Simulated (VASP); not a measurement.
Wanted: the native input for a VASP 6.6.1 run.

```yaml
Task: dielectric tensor
Functional: PBE
Potentials_or_basis: VASP PAW PBE potentials, release 64 (Pt, Se)
Cutoff: 520 eV
k_mesh: 6 × 6 × 6
Occupations: gaussian, width 0.01 eV
Spin: no spin polarisation
Dipole_correction: no
Further_INCAR_settings: ALGO = Normal; EDIFF = 1e-08
```

The structure of PtSe2 lies in POSCAR:

```
PtSe2
1.0
    1.8457016943      1.0656163701      5.7607123488
   -1.8457016943      1.0656163701      5.7607123488
    0.0000000000     -2.1312327401      5.7607123488
Pt Se
1 2
Direct
    0.0000000000      0.0000000000      0.0000000000
    0.2567812158      0.2567812158      0.2567812158
    0.7432187842      0.7432187842      0.7432187842
```

These files were run (other wordings do the same):

INCAR

```
PREC = Accurate
ENCUT = 520
EDIFF = 1E-8
ISMEAR = 0
SIGMA = 0.01
LREAL = F
LASPH = T
NELM = 60
ALGO = Normal
ISIF = 2
LWAVE = F
LCHARG = F
GGA = PE
LEPSILON = T
```

KPOINTS

```
regular mesh
0
Gamma
  6 6 6
```

Potentials or basis: VASP PAW PBE potentials, release 64 (Pt, Se).

The run is started by

```bash
$ cat potpaw_PBE.64/Pt/POTCAR potpaw_PBE.64/Se/POTCAR > POTCAR
$ mpirun -np 1 vasp_std > vasp.out
```

It gave:

* Band gap on the k mesh: 0.69 eV (least direct gap 1.01 eV)
* Electronic dielectric tensor (diagonal): 20.96, 20.96, 10.57
* Born charges (mean of the diagonal): Pt +1.69; Se -0.85 e

Caveat: the gap is small at this level, which inflates the dielectric constant; spin-orbit coupling is left out, which moves the levels of the heavy elements.

It took 31 min on 1 thread of Intel Xeon 8259CL (shared host), peak memory 0.49 GiB.
